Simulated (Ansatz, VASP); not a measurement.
SiC: VASP beside Ansatz

```
Si C
1.0
     0.04076    2.17400    2.17400
     2.21476    0.00000    2.21476
     2.17400    2.17400    0.04076
Si C
1 1
Direct
  0.00000 0.00000 0.00000
  0.75000 0.75000 0.75000
```

Change from the starting cell: strain +0.0375 x Voigt [0, 0, 0, 0, 1, 0], atoms carried along.

Alike in both runs: task single point; functional LDA; k mesh 12 × 12 × 12; occupations gaussian, width 0.05 eV; no spin polarisation.

```csv
,VASP,Ansatz
version,VASP 6.6.1,Ansatz 0.2.0
potentials or method,"VASP PAW LDA potentials, release 64 (Si, C), cutoff 520 eV","scalar-relativistic, plane waves, PAW"
valence electrons in the cell,8,8
```

Ansatz gave:

| Property | Result |
| --- | --- |
| gap on the k mesh at the Fermi level (eV) | 1.14 |
| least direct gap on the mesh (eV) | 4.16 |
| pressure (GPa) | -2.5 |
| traceless stress, the component that is largest in VASP (GPa) | -10.23 |
| rms of the force components (eV/Å) | 0.173 |

Q: Which values does VASP return?

A: gap on the k mesh at the Fermi level (eV): 1.13; least direct gap on the mesh (eV): 4.15; pressure (GPa): -2.1; traceless stress, the component that is largest in VASP (GPa): -10.30; rms of the force components (eV/Å): 0.175.

LDA's correlation is that of Perdew and Zunger in VASP and of Perdew and Wang (1992) in Ansatz. Atom by atom the forces differ by 0.002 eV/Å (rms over components).
